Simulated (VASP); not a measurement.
Here is a VASP 6.6.1 calculation.

The input INCAR:

```
SYSTEM = AlN
  PREC = Accurate
  ENCUT = 520
  EDIFF = 1E-6
  ISMEAR = 0
  SIGMA = 0.05
  LREAL = .FALSE.
  LASPH = .TRUE.
  NELM = 60
  ALGO = Normal
  ISIF = 2
  LWAVE = .FALSE.
  LCHARG = .FALSE.
  GGA = PE
  NBANDS = 16
```

KPOINTS

```
regular mesh
0
G
  12 12 6
  0 0 0
```

POSCAR

```
AlN
1.0
    3.1110021516      0.0000000000      0.0000000000
   -1.5555010758      2.6942068945      0.0000000000
    0.0000000000      0.0000000000      4.9780000000
Al N
2 2
Direct
    0.3333333333      0.6666666667      0.0000000000
    0.6666666667      0.3333333333      0.5000000000
    0.3474788952      0.6737394476      0.3825598906
    0.6666666667      0.3333333333      0.8850000000
```

Potentials or basis: VASP PAW PBE potentials, release 64 (Al, N).

Command:

```console
$ cat potpaw_PBE.64/Al/POTCAR potpaw_PBE.64/N/POTCAR > POTCAR
$ mpirun -np 1 vasp_std > vasp.out
```

Task: What does it give for the band gap on the k mesh?

Result: 4.18 eV.

Task: Predict the largest force.

Result: 0.573 eV/Å.

Stress tensor (GPa, compression positive):
```
 3.48 -1.34  0.62
-1.34  5.03  0.36
 0.62  0.36  3.18
```

Caveat: the cell differs from its parent crystal (atom 3 (N) moved -0.040 Å towards its neighbour atom 2 (Al) at 1.885 Å); the cell stands under pressure. A k mesh can miss the band edges.
